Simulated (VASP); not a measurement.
# Ge (P4/mmm) in VASP: notebook

The runs below take Ge through single point, with PBE-based screened hybrid with 40 % exact exchange, PBE-based screened hybrid with 50 % exact exchange.

Everything below comes from runs of VASP 6.6.1. Logs are shortened: lines on timing, memory, paths and dates and some standing lists are left out, and cuts for length are marked.

**1. The cell of the first run**

It takes space group P4/mmm (No. 123, tetragonal). Conventional cell: a = 5.241 Å, b = 5.241 Å, c = 2.655 Å, α = 90.00°, β = 90.00°, γ = 90.00°. Ge (site symmetry 4/mmm) has 6 Ge at 2.62 to 2.66 Å within 3.5 Å. Ge (site symmetry mmm) has 4 Ge at 2.62 to 2.66 Å within 3.5 Å.

**2. Single point, PBE-based screened hybrid with 40 % exact exchange**

POSCAR

```
Ge
1.0
    5.2405800000      0.0000000000      0.0000000000
    0.0000000000      5.2405800000      0.0000000000
    0.0000000000      0.0000000000      2.6553600000
Ge
3
Direct
    0.0000000000      0.0000000000      0.0000000000
    0.0000000000      0.5000000000      0.0000000000
    0.5000000000      0.0000000000      0.0000000000
```

INCAR.step1

```
  PREC = Accurate
  ENCUT = 520
  EDIFF = 1E-5
  ISMEAR = -1
  SIGMA = 0.05
  LREAL = F
  LASPH = T
  NELM = 60
  ALGO = Normal
  ISIF = 2
  LWAVE = T
  GGA = PE
  NBANDS = 28
  LUSENCCL = F
```

INCAR.step2

```
  PREC = Accurate
  ENCUT = 520
  EDIFF = 1E-7
  ISMEAR = -1
  SIGMA = 0.05
  LREAL = F
  LASPH = T
  NELM = 60
  ALGO = Normal
  ISIF = 2
  LWAVE = F
  LCHARG = T
  GGA = PE
  LHFCALC = T
  AEXX = 0.4
  HFSCREEN = 0.2
  PRECFOCK = Normal
  LELF = T
  LVHAR = T
  ISTART = 1
  NBANDS = 28
  LUSENCCL = F
```

KPOINTS

```
Automatic mesh
0
Gamma
  3 3 5
```

Potentials or basis: VASP PAW PBE potentials, release 64 (Ge_d).

Command:

```sh
$ cat potpaw_PBE.64/Ge_d/POTCAR > POTCAR
$ cp INCAR.step1 INCAR
$ mpirun -np 1 vasp_std > vasp.out
$ cp INCAR.step2 INCAR
$ mpirun -np 1 vasp_std > vasp.out
```

OUTCAR:

```text
PREC = Accurate
   ENCUT = 520
   EDIFF = 1E-7
   ISMEAR = -1
   LREAL = F
   LASPH = T
   NELM = 60
   ISIF = 2
   GGA = PE
   LHFCALC = T
   AEXX = 0.4
   HFSCREEN = 0.2
   PRECFOCK = Normal
   ISTART = 1

 ion  position               nearest neighbor table
   1  0.000  0.000  0.000-   2 2.62   3 2.62   2 2.62   3 2.62
   2  0.000  0.500  0.000-   1 2.62   1 2.62
   3  0.500  0.000  0.000-   1 2.62   1 2.62

  LATTYP: Found a simple tetragonal cell.
 ALAT       =     5.2405800000
 C/A-ratio  =     0.5066920074

  Lattice vectors:

 A1 = (   5.2405800000,   0.0000000000,   0.0000000000)
 A2 = (   0.0000000000,   5.2405800000,   0.0000000000)
 A3 = (   0.0000000000,   0.0000000000,   2.6553600000)

Analysis of symmetry for initial positions (statically):
=====================================================================
 Subroutine PRICEL returns:
 Original cell was already a primitive cell.

 Routine SETGRP: Setting up the symmetry group for a
 simple tetragonal supercell.

 Subroutine GETGRP returns: Found 16 space group operations
 (whereof 16 operations were pure point group operations)
 out of a pool of 16 trial point group operations.

The static configuration has the point symmetry D_4h.

Analysis of symmetry for dynamics (positions and initial velocities):
=====================================================================
 Subroutine PRICEL returns:
 Original cell was already a primitive cell.

 Routine SETGRP: Setting up the symmetry group for a
 simple tetragonal supercell.

 Subroutine GETGRP returns: Found 16 space group operations
 (whereof 16 operations were pure point group operations)
 out of a pool of 16 trial point group operations.

The dynamic configuration has the point symmetry D_4h.

 Subroutine INISYM returns: Found 16 space group operations
 (whereof 16 operations are pure point group operations),
 and found     1 'primitive' translations

----------------------------------------------------------------------------------------

                                     Primitive cell

  volume of cell :      72.9260

[... 73 lines left out ...]
   NELM   =     60;   NELMIN=  2; NELMDL=  0     # of ELM steps
   EDIFF  = 0.1E-06   stopping-criterion for ELM
   LREAL  =      F    real-space projection
   EDIFFG = 0.1E-05   stopping-criterion for IOM
   NSW    =      0    number of steps for IOM
   IBRION =     -1    ionic relax: 0-MD 1-quasi-New 2-CG
   NFREE  =      0    steps in history (QN), initial steepest desc. (CG)
   ISIF   =      2    stress and relaxation
   ISYM   =      3    0-nonsym 1-usesym 2-fastsym
   POTIM  = 0.5000    time-step for ionic-motion
   TEBEG  =    0.0;   TEEND  =   0.0 temperature during run
   PSTRESS=    0.0 pullay stress
   NELECT =      42.0000    total number of electrons
   NUPDOWN=      -1.0000    fix difference up-down
   EMIN   =  10.00;   EMAX   =-10.00  energy-range for DOS
   EFERMI =   0.00;   METHOD = LEGACY
   ISMEAR =    -1;   SIGMA  =   0.05  broadening in eV -4-tet -1-fermi 0-gaus
   EFERMI_NEDOS =   21; number of points for ismear=-14 and -15
   IALGO  =     38    algorithm
   IMIX   =      1    mixing-type and parameters
     AMIX     =   0.40;   BMIX     =  1.00
     AMIX_MAG =   1.60;   BMIX_MAG =  1.00
  volume/ion in A,a.u.               =      24.31       164.04
  Fermi-wavevector in a.u.,A,eV,Ry     =   1.362063  2.573926 25.241744  1.855216
  Thomas-Fermi vector in A             =   2.488585
   LORBIT       =      0    0 simple, 1 ext, 2 COOP (PROOUT), +10 PAW based schemes
   GGA     = PE    functional components
   LHFCALC =     T    Hartree Fock is set to
   PRECFOCK=normal    Normal, Fast or Accurate (Low or Medium for compatibility)
   ENCUT4O =  -1.0   cutoff for four orbital integrals eV
   NKREDX  =     1    reduce k-point grid by
   NKREDY  =     1    reduce k-point grid by
   NKREDZ  =     1    reduce k-point grid by
   AEXX    =    0.4000 exact exchange contribution
   HFSCREEN=    0.2000 screening length (either q_TF or 0.3 A-1)
   HFSCREENC=   0.2000 screening length for correlation (either q_TF or 0.3 A-1)
   ENCUTFOCK=  -1.0 apply spherical cutoff to Coloumb kernel
   IVDW    =     0    specifies the selected vdW correction
   LEPSILON=     F    determine dielectric tensor
   LRPA    =     F    only Hartree local field effects (RPA)
 non-spin polarized calculation
  energy-cutoff  :      520.00
  volume of cell :       72.93
 maximum number of plane-waves:      1980
 NGX is ok and might be reduce to    40
  NGX = 30; NGY = 30; NGZ = 16

 number of electron      42.0000053 magnetization

 Free energy of the ion-electron system (eV)
  ---------------------------------------------------
  ext. energy  EPLUGINS =         0.00000000
  ---------------------------------------------------
  free energy    TOTEN  =       -15.53220163 eV

  energy without entropy =      -15.51986357  energy(sigma->0) =      -15.52603260

 E-fermi :   3.9906     XC(G=0):  -7.0708

 val. band max:        3.9640337279   @ k =   0.3333   0.0000   0.2000
 cond. band min:       4.3630103186   @ k =   0.0000   0.0000   0.0000
 fundamental gap:      0.3989765907
 Fermi energy:         3.9905839371

 k-point     1 :       0.0000    0.0000    0.0000
  band No.  band energies     occupation
      1     -26.2715      2.00000
      2     -26.2685      2.00000
      3     -26.2444      2.00000
      4     -26.2224      2.00000
      5     -26.2122      2.00000
      6     -26.1793      2.00000
[... 268 lines left out ...]
     27      11.7521      0.00000
     28      12.7426      0.00000

------------------------ aborting loop because EDIFF is reached ----------------------------------------

  FORCE on cell =-STRESS in cart. coord.  units (eV):
  Direction    XX          YY          ZZ          XY          YZ          ZX
  --------------------------------------------------------------------------------------
  -------------------------------------------------------------------------------------
  Total        0.9596442      0.9596442     -5.6375014      0.0000000      0.0000000      0.0000000
  in kB       21.0833068     21.0833068   -123.8554509      0.0000000      0.0000000      0.0000000
  external PRESSURE =     -27.2296124 kB  Pullay stress =       0.0000000 kB

 VOLUME and BASIS-vectors are now :
 -----------------------------------------------------------------------------
  energy-cutoff  :      520.00
  volume of cell :       72.93
      direct lattice vectors                 reciprocal lattice vectors
     5.240580000  0.000000000  0.000000000     0.190818574  0.000000000  0.000000000
     0.000000000  5.240580000  0.000000000     0.000000000  0.190818574  0.000000000
     0.000000000  0.000000000  2.655360000     0.000000000  0.000000000  0.376596770

 POSITION                                       TOTAL-FORCE (eV/Angst)
 -----------------------------------------------------------------------------------
      0.00000      0.00000      0.00000         0.000000      0.000000      0.000000
      0.00000      2.62029      0.00000         0.000000      0.000000      0.000000
      2.62029      0.00000      0.00000         0.000000      0.000000      0.000000
 -----------------------------------------------------------------------------------
    total drift:                               -0.000001      0.000000     -0.000003

  FREE ENERGIE OF THE ION-ELECTRON SYSTEM (eV)
  ---------------------------------------------------
  free  energy   TOTEN  =       -15.5322016280 eV

  energy  without entropy=      -15.5198635726  energy(sigma->0) =      -15.52603260
```

OSZICAR.step1:

```text
N       E                     dE             d eps       ncg     rms          rms(c)
DAV:   1     0.332229312266E+03    0.33223E+03   -0.21823E+04   540   0.398E+03
DAV:   2     0.418682964839E+02   -0.29036E+03   -0.28473E+03   504   0.696E+02
DAV:   3    -0.982261876365E+01   -0.51691E+02   -0.51061E+02   560   0.184E+02
DAV:   4    -0.121916719348E+02   -0.23691E+01   -0.23615E+01   580   0.463E+01
DAV:   5    -0.122389173794E+02   -0.47245E-01   -0.47239E-01   568   0.708E+00    0.276E+00
DAV:   6    -0.120938549337E+02    0.14506E+00   -0.18739E-01   676   0.847E+00    0.153E+00
DAV:   7    -0.120498628488E+02    0.43992E-01   -0.13096E-01   628   0.331E+00    0.324E-01
DAV:   8    -0.120496440797E+02    0.21877E-03   -0.27161E-02   648   0.486E+00    0.117E-01
DAV:   9    -0.120494088448E+02    0.23523E-03   -0.48395E-03   728   0.355E+00    0.818E-02
DAV:  10    -0.120496420768E+02   -0.23323E-03   -0.15093E-03   624   0.551E-01    0.156E-02
DAV:  11    -0.120496566173E+02   -0.14541E-04   -0.17230E-04   632   0.593E-01    0.105E-02
DAV:  12    -0.120496526005E+02    0.40168E-05   -0.44816E-05   520   0.189E-01
   1 F= -.12049653E+02 E0= -.12040576E+02  d E =-.181536E-01
```

Wall time 13 min (1 × NVIDIA H100 80GB with 1 thread of AMD EPYC 7R13 (Zen 3), shared host); peak memory 1.2 GiB.

What came out:

```yaml
Free_energy: -15.5322 eV
Pressure: -2.7 GPa
Band_gap_on_the_k_mesh: zero (bands 21 and 22 overlap by 2.40 eV)
```

Levels at points of the mesh, in eV from the Fermi level:
| k point | band 18 | band 19 | band 20 | band 21 | band 22 | band 23 | band 24 | band 25 |
| --- | --- | --- | --- | --- | --- | --- | --- | --- |
| (0.00, 0.00, 0.00) | -7.49 | -6.13 | -6.13 | 0.37 | 0.37 | 4.38 | 4.92 | 9.24 |

Caveat: the k points lie up to 0.47 Å⁻¹ apart, too coarse for converged energies and pressures of a metal; the PAW data sets were made with another functional, which shifts forces and pressure a little.

**3. Single point, PBE-based screened hybrid with 50 % exact exchange**

POSCAR is that of step 2.

INCAR.step1

```
SYSTEM = Ge
ALGO = Normal
EDIFF = 1E-5
ENCUT = 520
GGA = PE
ISIF = 2
ISMEAR = -1
LASPH = .True.
LREAL = .False.
LUSENCCL = .False.
LWAVE = .True.
NBANDS = 28
NELM = 60
PREC = Accurate
SIGMA = 0.05
```

INCAR.step2

```
SYSTEM = Ge
AEXX = 0.5
ALGO = Normal
EDIFF = 1E-7
ENCUT = 520
GGA = PE
HFSCREEN = 0.2
ISIF = 2
ISMEAR = -1
ISTART = 1
LASPH = .True.
LCHARG = .True.
LELF = .True.
LHFCALC = .True.
LREAL = .False.
LUSENCCL = .False.
LVHAR = .True.
LWAVE = .False.
NBANDS = 28
NELM = 60
PREC = Accurate
PRECFOCK = Normal
SIGMA = 0.05
```

KPOINTS

```
k-points
0
Gamma
  3 3 5
  0 0 0
```

Potentials or basis: VASP PAW PBE potentials, release 64 (Ge_d).

Command:

```sh
$ cat potpaw_PBE.64/Ge_d/POTCAR > POTCAR
$ cp INCAR.step1 INCAR
$ mpirun -np 1 vasp_std > vasp.out
$ cp INCAR.step2 INCAR
$ mpirun -np 1 vasp_std > vasp.out
```

Wall time 7.9 min (1 × NVIDIA H100 80GB with 1 thread of AMD EPYC 7R13 (Zen 3), shared host); peak memory 1.2 GiB.

It converged, with:

- Free energy: -16.5157 eV
- Pressure: -3.5 GPa
- Band gap on the k mesh: zero (bands 21 and 22 overlap by 2.57 eV)

Stress tensor (GPa, compression positive):
```
  1.58   0.00   0.00
  0.00   1.58   0.00
  0.00   0.00 -13.65
```

Levels at points of the mesh, in eV from the Fermi level:
```csv
k point,band 17,band 18,band 19,band 20,band 21,band 22,band 23,band 24,band 25,band 26
"(0.00, 0.00, 0.00)",-10.98,-7.81,-6.47,-6.47,0.41,0.41,4.44,4.99,9.59,10.68
```

Caveat: the k points lie up to 0.47 Å⁻¹ apart, too coarse for converged energies and pressures of a metal; the PAW data sets were made with another functional, which shifts forces and pressure a little.
